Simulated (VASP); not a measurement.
Input of a VASP 6.6.1 run:

Contents of INCAR:

```
PREC = Accurate ; ENCUT = 520
EDIFF = 1E-7 ; ISMEAR = -1
SIGMA = 0.05 ; LREAL = F
LASPH = T ; NELM = 60
ALGO = Normal ; ISIF = 2
LWAVE = F ; LCHARG = F
GGA = PS ; NBANDS = 16
```

Contents of KPOINTS:

```
Automatic mesh
0
Gamma
  8 8 8
```

Contents of POSCAR:

```
NbTe
1.0
    3.4257000000      0.0000000000      0.0000000000
    0.0000000000      3.4257000000      0.0000000000
    0.0000000000      0.0000000000      3.4257000000
Nb Te
1 1
Direct
    0.5000000000      0.5000000000      0.5000000000
    0.0000000000      0.0000000000      0.0000000000
```

Potentials or basis: VASP PAW PBE potentials, release 64 (Nb_sv, Te).

Launch:

```sh
$ cat potpaw_PBE.64/Nb_sv/POTCAR potpaw_PBE.64/Te/POTCAR > POTCAR
$ mpirun -np 1 vasp_std > vasp.out
```

(1) Estimate the pressure.

## Answers

(1) -5.2 GPa.

Caveat: the PAW data sets were made with another functional, which shifts forces and pressure a little.
